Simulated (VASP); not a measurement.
# NaF (Villiaumite) (Fm-3m) in VASP: a series of runs, part 2 of 2

VASP 6.6.1. The steps go on from the part before.

## Step 4: Single point, r2SCAN (volume scaled by 0.97)

Input file POSCAR:

```
NaF
1.0
    0.0000000000      2.2738641101      2.2738641101
    2.2738641101      0.0000000000      2.2738641101
    2.2738641101      2.2738641101      0.0000000000
Na F
1 1
Direct
    0.0000000000      0.0000000000      0.0000000000
    0.5000000000      0.5000000000      0.5000000000
```

Input file INCAR.step1:

```
SYSTEM = NaF
PREC = Accurate ; ENCUT = 520
ISMEAR = 0 ; SIGMA = 0.02
LREAL = .False. ; LASPH = .True.
NELM = 60 ; NBANDS = 14
GGA = PE ; ALGO = Normal
EDIFF = 1E-4 ; LWAVE = .True.
LCHARG = .False.
```

Input file INCAR.step2:

```
SYSTEM = NaF
PREC = Accurate ; ENCUT = 520
EDIFF = 1E-6 ; ISMEAR = 0
SIGMA = 0.02 ; LREAL = .False.
LASPH = .True. ; NELM = 60
ALGO = Normal ; ISIF = 2
LWAVE = .False. ; LCHARG = .True.
METAGGA = R2SCAN ; LMIXTAU = .True.
LELF = .True. ; LVHAR = .True.
NBANDS = 14 ; ISTART = 1
```

Input file KPOINTS:

```
Automatic mesh
0
Gamma
  8 8 8
  0 0 0
```

Potentials or basis: VASP PAW PBE potentials, release 64 (Na_pv, F).

On the command line:

```sh
> cat potpaw_PBE.64/Na_pv/POTCAR potpaw_PBE.64/F/POTCAR > POTCAR
> cp INCAR.step1 INCAR
> mpirun -np 1 vasp_std > vasp.out
> cp INCAR.step2 INCAR
> mpirun -np 1 vasp_std > vasp.out
```

OUTCAR:

```text
SYSTEM = NaF
   PREC = Accurate
   ENCUT = 520
   EDIFF = 1E-6
   ISMEAR = 0
   LREAL = .False.
   LASPH = .True.
   NELM = 60
   ISIF = 2
   METAGGA = R2SCAN
   ISTART = 1

 ion  position               nearest neighbor table
   1  0.000  0.000  0.000-   2 2.27   2 2.27   2 2.27   2 2.27   2 2.27   2 2.27
   2  0.500  0.500  0.500-   1 2.27   1 2.27   1 2.27   1 2.27   1 2.27   1 2.27

  LATTYP: Found a face centered cubic cell.
 ALAT       =     4.5477282202

  Lattice vectors:

 A1 = (   0.0000000000,   2.2738641101,   2.2738641101)
 A2 = (   2.2738641101,   0.0000000000,   2.2738641101)
 A3 = (   2.2738641101,   2.2738641101,   0.0000000000)
[... 586 lines left out ...]
     12      21.4305      0.00000
     13      22.5050      0.00000
     14      27.6652      0.00000

 [... further k-points ...]
[... 5 lines left out ...]
  --------------------------------------------------------------------------------------
  -------------------------------------------------------------------------------------
  Total        0.1557629      0.1557629      0.1557629      0.0000000      0.0000000     -0.0000000
  in kB       10.6133155     10.6133155     10.6133155      0.0000000      0.0000000     -0.0000000
  external PRESSURE =      10.6133155 kB  Pullay stress =       0.0000000 kB

 VOLUME and BASIS-vectors are now :
 -----------------------------------------------------------------------------
  energy-cutoff  :      520.00
  volume of cell :       23.51
      direct lattice vectors                 reciprocal lattice vectors
     0.000000000  2.273864110  2.273864110    -0.219890009  0.219890009  0.219890009
     2.273864110  0.000000000  2.273864110     0.219890009 -0.219890009  0.219890009
     2.273864110  2.273864110  0.000000000     0.219890009  0.219890009 -0.219890009

 POSITION                                       TOTAL-FORCE (eV/Angst)
 -----------------------------------------------------------------------------------
      0.00000      0.00000      0.00000         0.000000      0.000000      0.000000
      2.27386      2.27386      2.27386         0.000000      0.000000     -0.000000
 -----------------------------------------------------------------------------------
    total drift:                                0.000000     -0.000000      0.000000

  FREE ENERGIE OF THE ION-ELECTRON SYSTEM (eV)
  ---------------------------------------------------
  free  energy   TOTEN  =       -12.6022156687 eV

  energy  without entropy=      -12.6022156687  energy(sigma->0) =      -12.60221567
```

OSZICAR.step1:

```text
N       E                     dE             d eps       ncg     rms          rms(c)
DAV:   1     0.109066115936E+03    0.10907E+03   -0.78063E+03   818   0.128E+03
DAV:   2    -0.404563410016E+01   -0.11311E+03   -0.10578E+03   878   0.350E+02
DAV:   3    -0.937448180740E+01   -0.53288E+01   -0.53207E+01  1010   0.682E+01
DAV:   4    -0.941727790773E+01   -0.42796E-01   -0.42794E-01   926   0.644E+00
DAV:   5    -0.941774210936E+01   -0.46420E-03   -0.46420E-03   986   0.651E-01    0.543E+00
DAV:   6    -0.853441806269E+01    0.88332E+00   -0.29732E+00   998   0.152E+01    0.177E+00
DAV:   7    -0.852596884077E+01    0.84492E-02   -0.33296E-02   836   0.209E+00    0.105E+00
DAV:   8    -0.852738665077E+01   -0.14178E-02   -0.26828E-02   890   0.308E+00    0.148E-01
DAV:   9    -0.852790211947E+01   -0.51547E-03   -0.39719E-03  1068   0.622E-01    0.110E-01
DAV:  10    -0.852782395508E+01    0.78164E-04   -0.69248E-04   866   0.334E-01
   1 F= -.85278240E+01 E0= -.85278240E+01  d E =-.135277E-22
```

It took 18 s on 1 thread of AMD EPYC 9R45 (Zen 5), shared host; peak memory 0.11 GiB.

What came out:

| Quantity | Value |
| --- | --- |
| Free energy | -12.6022 eV |
| Pressure | 1.1 GPa |
| Band gap on the k mesh | 7.50 eV, direct |

Caveat: the cell differs from its parent crystal (volume scaled by 0.97); the PAW data sets were made with another functional, which shifts forces and pressure a little.

## Step 5: Single point, r2SCAN

This run uses another cell than the first one, of 12.12 Å³/atom, 0.971 times its volume.

Input file POSCAR:

```
NaF
1.0
    0.0000000000      2.2970684078      2.2970684078
    2.2970684078      0.0000000000      2.2970684078
    2.2970684078      2.2970684078      0.0000000000
Na F
1 1
Direct
    0.0000000000      0.0000000000      0.0000000000
    0.5000000000      0.5000000000      0.5000000000
```

Input file INCAR.step1:

```
ALGO = Normal
EDIFF = 1E-4
ENCUT = 520
GGA = PE
ISMEAR = 0
LASPH = True
LCHARG = False
LREAL = False
LWAVE = True
NBANDS = 14
NELM = 80
PREC = Accurate
SIGMA = 0.02
```

Input file INCAR.step2:

```
ALGO = Normal
EDIFF = 1E-7
ENCUT = 520
ISIF = 2
ISMEAR = 0
ISTART = 1
LASPH = True
LCHARG = True
LELF = True
LMIXTAU = True
LREAL = False
LVHAR = True
LWAVE = False
METAGGA = R2SCAN
NBANDS = 14
NELM = 80
PREC = Accurate
SIGMA = 0.02
```

Input file KPOINTS:

```
k-points
0
Gamma
  8 8 8
```

On the command line:

```sh
> cat potpaw_PBE.64/Na_pv/POTCAR potpaw_PBE.64/F/POTCAR > POTCAR
> cp INCAR.step1 INCAR
> mpirun -np 1 vasp_std > vasp.out
> cp INCAR.step2 INCAR
> mpirun -np 1 vasp_std > vasp.out
```

Wall time 21 s (1 thread of AMD EPYC 9R45 (Zen 5), shared host); peak memory 0.11 GiB.

It converged, with:

```
Free energy            : -12.6030 eV
Pressure               : -0.9 GPa
Band gap on the k mesh : 7.32 eV, direct
```

Levels at points of the mesh, in eV from the valence-band top:
```
           k point  band 5  band 6  band 7  band 8  band 9  band 10
(0.00, 0.00, 0.00)    0.00    0.00    0.00    7.32   19.97    19.97
(0.50, 0.00, 0.00)   -1.61   -0.28   -0.28   11.80   13.64    21.71
(0.50, 0.50, 0.00)   -1.30   -0.42   -0.42   14.01   14.29    15.11
```

Caveat: the PAW data sets were made with another functional, which shifts forces and pressure a little. r2SCAN opens gaps a little over a GGA but as a rule still falls short of measured ones.

## Step 6: The runs side by side

| cell | k mesh | smearing | gap on the mesh (eV) | pressure (GPa) |
| --- | --- | --- | --- | --- |
| a = 3.281 Å, angles 60.0°, 2 atoms | 6 × 6 × 6 | gaussian 0.1 eV | 7.15 | -2.0 |
| a = 3.182 Å, angles 60.0°, 2 atoms | 8 × 8 × 8 | gaussian 0.02 eV | 7.70 | 3.2 |
| a = 3.216 Å, angles 60.0°, 2 atoms | 8 × 8 × 8 | gaussian 0.02 eV | 7.50 | 1.1 |
| a = 3.249 Å, angles 60.0°, 2 atoms | 8 × 8 × 8 | gaussian 0.02 eV | 7.32 | -0.9 |

Alike in all rows: task single point; level r2SCAN; potentials or basis VASP PAW PBE potentials, release 64 (Na_pv, F); no spin polarisation; cutoff (eV) 520.

Caveats: the PAW data sets were made with another functional, which shifts forces and pressure a little.

Absolute energies hang on the potentials; compare differences alone.
